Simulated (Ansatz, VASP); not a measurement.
## Y2Ge: VASP beside Ansatz

```
Y Ge
1.0
     0.00000    4.31134    4.31134
     4.31134    0.00000    4.31134
     4.31134    4.31134    0.00000
Y Ge
4 2
Direct
  0.12500 0.12500 0.12500
  0.62500 0.12500 0.12500
  0.12500 0.12500 0.62500
  0.12500 0.62500 0.12500
  0.50000 0.50000 0.50000
  0.75000 0.75000 0.75000
```

Alike in both runs: functional r2SCAN; k mesh 8 × 8 × 8; occupations gaussian, width 0.1 eV; no spin polarisation.

Ansatz relaxed the structure, and its values are those at the end. VASP's run is a single point on that final structure, the one shown.

```csv
,VASP,Ansatz
version,VASP 6.6.1,Ansatz 0.2.0
potentials or method,"VASP PAW PBE potentials, release 64 (Y_sv, Ge_d), cutoff 520 eV","scalar-relativistic, plane waves, PAW"
valence electrons in the cell,72,72
```

```csv
,VASP,Ansatz,Ansatz less VASP
gap on the k mesh at the Fermi level (eV),none,none,-
pressure (GPa),0.0,0.0,-0.06
```

VASP's potentials were made for PBE, not for r2SCAN. A gap of «none» marks a metal or a gap that the smearing closes.
